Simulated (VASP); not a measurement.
# BAs (F-43m) in VASP: notebook, part 2 of 2

VASP 6.6.1. The steps go on from the part before.

### Step 3. Single point, PBE

INCAR

```
PREC = Accurate
ENCUT = 500
EDIFF = 1E-6
ISMEAR = 0
SIGMA = 0.1
LREAL = F
LASPH = T
NELM = 120
ALGO = Normal
ISIF = 2
LWAVE = F
LCHARG = F
GGA = PE
NBANDS = 11
GGA_COMPAT = F
```

KPOINTS

```
Automatic mesh
0
Gamma
  8 8 8
```

POSCAR

```
BAs
1.0
    0.0000000000      2.3126248191      2.3126248191
    2.3126248191      0.0000000000      2.3126248191
    2.3126248191      2.3126248191      0.0000000000
B As
1 1
Direct
    0.0000000000      0.0000000000      0.0000000000
    0.2500000000      0.2500000000      0.2500000000
```

Potentials or basis: VASP PAW PBE potentials, release 64 (B, As).

Started as:

```bash
cat potpaw_PBE.64/B/POTCAR potpaw_PBE.64/As/POTCAR > POTCAR
mpirun -np 1 vasp_std > vasp.out
```

Wall time 13 s (1 thread of Intel Xeon Platinum 8175M at 2.50GHz (Skylake/Cascade Lake), shared host); peak memory 0.14 GiB.

Results (log left out):

* Free energy: -11.2252 eV
* Pressure: 20.6 GPa
* Band gap on the k mesh: 1.09 eV (least direct gap 3.41 eV)

Levels at points of the mesh, in eV from the valence-band top:
| k point | band 1 | band 2 | band 3 | band 4 | band 5 | band 6 | band 7 | band 8 | band 9 |
| --- | --- | --- | --- | --- | --- | --- | --- | --- | --- |
| (0.00, 0.00, 0.00) | -16.32 | 0.00 | 0.00 | 0.00 | 3.41 | 3.41 | 3.41 | 5.95 | 10.09 |
| (0.50, 0.00, 0.00) | -13.08 | -9.54 | -1.99 | -1.99 | 3.29 | 4.89 | 4.89 | 9.03 | 13.47 |
| (0.50, 0.50, 0.00) | -11.61 | -9.10 | -4.50 | -4.50 | 1.29 | 1.35 | 12.32 | 12.32 | 13.77 |

Caveat: the cell stands under pressure. A k mesh can miss the band edges.

### Step 4. Single point, PBE

INCAR

```
SYSTEM = BAs
  PREC = Accurate
  ENCUT = 500
  EDIFF = 1E-6
  ISMEAR = 0
  SIGMA = 0.01
  LREAL = .False.
  LASPH = .True.
  NELM = 120
  ALGO = Normal
  ISIF = 2
  LWAVE = .False.
  LCHARG = .False.
  GGA = PE
  NBANDS = 11
  GGA_COMPAT = .False.
```

KPOINTS

```
Automatic mesh
0
Gamma
  10 10 10
  0 0 0
```

POSCAR

```
BAs
1.0
    0.0000000000      2.3131468653      2.3131468653
    2.3131468653      0.0000000000      2.3131468653
    2.3131468653      2.3131468653      0.0000000000
B As
1 1
Direct
    0.0000000000      0.0000000000      0.0000000000
    0.2500000000      0.2500000000      0.2500000000
```

Started as:

```bash
cat potpaw_PBE.64/B/POTCAR potpaw_PBE.64/As/POTCAR > POTCAR
mpirun -np 1 vasp_std > vasp.out
```

Run time: 9.9 s. Hardware: 1 thread of Intel Xeon Platinum 8175M at 2.50GHz (Skylake/Cascade Lake), shared host; peak memory 0.14 GiB.

Results (log left out):

```yaml
Free_energy: -11.2295 eV
Pressure: 20.4 GPa
Band_gap_on_the_k_mesh: 1.07 eV (least direct gap 3.41 eV)
```

Levels at points of the mesh, in eV from the valence-band top:
| k point | band 1 | band 2 | band 3 | band 4 | band 5 | band 6 | band 7 | band 8 |
| --- | --- | --- | --- | --- | --- | --- | --- | --- |
| (0.00, 0.00, 0.00) | -16.32 | 0.00 | 0.00 | 0.00 | 3.41 | 3.41 | 3.41 | 5.94 |
| (0.50, 0.00, 0.00) | -13.08 | -9.53 | -1.99 | -1.99 | 3.28 | 4.89 | 4.89 | 9.03 |
| (0.50, 0.50, 0.00) | -11.61 | -9.09 | -4.50 | -4.50 | 1.29 | 1.35 | 12.31 | 12.31 |

Caveat: the cell stands under pressure. A k mesh can miss the band edges.

### Step 5. Single point, PBE

INCAR

```
ALGO     = Normal         # electronic algorithm
EDIFF    = 1E-6           # SCF threshold, eV
ENCUT    = 500            # plane-wave cutoff, eV
GGA      = PE             # functional
GGA_COMPAT= F            
ISIF     = 2              # what is computed and relaxed
ISMEAR   = 0              # smearing method
LASPH    = T              # aspherical terms in the spheres
LCHARG   = F              # write CHGCAR
LREAL    = F              # projectors in reciprocal space
LWAVE    = F              # write WAVECAR
NBANDS   = 11             # bands
NELM     = 120            # most SCF steps
PREC     = Accurate       # precision mode
SIGMA    = 0.02           # smearing width, eV
```

KPOINTS

```
k-points
0
Gamma
  10 10 10
```

POSCAR is that of step 4.

Potentials or basis: VASP PAW PBE potentials, release 64 (B, As).

Started as:

```bash
cat potpaw_PBE.64/B/POTCAR potpaw_PBE.64/As/POTCAR > POTCAR
mpirun -np 1 vasp_std > vasp.out
```

OUTCAR:

```text
EDIFF = 1E-6
   ENCUT = 500
   GGA = PE
   ISIF = 2
   ISMEAR = 0
   LASPH = T
   LREAL = F
   NELM = 120
   PREC = Accurate

 ion  position               nearest neighbor table
   1  0.000  0.000  0.000-   2 2.00   2 2.00   2 2.00   2 2.00
   2  0.250  0.250  0.250-   1 2.00   1 2.00   1 2.00   1 2.00

  LATTYP: Found a face centered cubic cell.
 ALAT       =     4.6262937306

  Lattice vectors:

 A1 = (   0.0000000000,   2.3131468653,   2.3131468653)
 A2 = (   2.3131468653,   0.0000000000,   2.3131468653)
 A3 = (   2.3131468653,   2.3131468653,   0.0000000000)

Analysis of symmetry for initial positions (statically):
=====================================================================
 Subroutine PRICEL returns:
 Original cell was already a primitive cell.

 Routine SETGRP: Setting up the symmetry group for a
 face centered cubic supercell.

 Subroutine GETGRP returns: Found 24 space group operations
 (whereof 24 operations were pure point group operations)
 out of a pool of 48 trial point group operations.

The static configuration has the point symmetry T_d .

Analysis of symmetry for dynamics (positions and initial velocities):
[... 172 lines left out ...]
      5      10.6374      0.00000
      6      10.6374      0.00000
      7      10.6374      0.00000
      8      13.1719      0.00000
      9      17.3156      0.00000
     10      20.5839      0.00000
     11      20.5839      0.00000
[... 309 lines left out ...]
 k-point    24 :       0.4000    0.3000    0.0000
  band No.  band energies     occupation
      1      -6.1738      2.00000
      2       0.5064      2.00000
      3       2.8414      2.00000
      4       3.3836      2.00000
      5       8.8729      0.00000
      6      10.6398      0.00000
      7      16.7823      0.00000
      8      16.9454      0.00000
      9      20.1504      0.00000
     10      23.7513      0.00000
     11      24.3400      0.00000

 [... further k-points ...]

------------------------ aborting loop because EDIFF is reached ----------------------------------------

  FORCE on cell =-STRESS in cart. coord.  units (eV):
  Direction    XX          YY          ZZ          XY          YZ          ZX
  --------------------------------------------------------------------------------------
  -------------------------------------------------------------------------------------
  Total        3.1589785      3.1589785      3.1589785     -0.0000000     -0.0000000      0.0000000
  in kB      204.4643658    204.4643658    204.4643658     -0.0000000     -0.0000000      0.0000000
  external PRESSURE =     204.4643658 kB  Pullay stress =       0.0000000 kB

 VOLUME and BASIS-vectors are now :
 -----------------------------------------------------------------------------
  energy-cutoff  :      500.00
  volume of cell :       24.75
      direct lattice vectors                 reciprocal lattice vectors
     0.000000000  2.313146865  2.313146865    -0.216155752  0.216155752  0.216155752
     2.313146865  0.000000000  2.313146865     0.216155752 -0.216155752  0.216155752
     2.313146865  2.313146865  0.000000000     0.216155752  0.216155752 -0.216155752

 POSITION                                       TOTAL-FORCE (eV/Angst)
 -----------------------------------------------------------------------------------
      0.00000      0.00000      0.00000        -0.000000      0.000000      0.000000
      1.15657      1.15657      1.15657         0.000000     -0.000000     -0.000000
 -----------------------------------------------------------------------------------
    total drift:                                0.000000      0.000000      0.000000

  FREE ENERGIE OF THE ION-ELECTRON SYSTEM (eV)
  ---------------------------------------------------
  free  energy   TOTEN  =       -11.2295386690 eV

  energy  without entropy=      -11.2295386690  energy(sigma->0) =      -11.22953867
```

stdout:

```text
POSCAR found type information on POSCAR B As
 POSCAR found :  2 types and       2 ions
 scaLAPACK will be used
 LDA part: xc-table for (Slater+PW92), standard interpolation
 POSCAR, INCAR and KPOINTS ok, starting setup
 FFT: planning ... GRIDC
 FFT: planning ... GRID_SOFT
 FFT: planning ... GRID
 WAVECAR not read
 entering main loop
```

Wall time 17 s (1 thread of Intel Xeon Platinum 8175M at 2.50GHz (Skylake/Cascade Lake), shared host); peak memory 0.14 GiB.

Results:

- Free energy: -11.2295 eV
- Pressure: 20.4 GPa
- Band gap on the k mesh: 1.07 eV (least direct gap 3.41 eV)

Caveat: the cell stands under pressure.

### Step 6. Overview

| k mesh | smearing | gap on the mesh (eV) | pressure (GPa) |
| --- | --- | --- | --- |
| 8 × 8 × 8 | gaussian 0.1 eV | 1.09 | 20.6 |
| 10 × 10 × 10 | gaussian 0.01 eV | 1.07 | 20.4 |
| 10 × 10 × 10 | gaussian 0.02 eV | 1.07 | 20.4 |

Alike in all rows: task single point; level PBE; potentials or basis VASP PAW PBE potentials, release 64 (B, As); no spin polarisation; cell a = 3.271 Å, angles 60.0°, 2 atoms; cutoff (eV) 500.

Caveats: the cell stands under pressure.

Absolute energies hang on the potentials; compare differences alone.
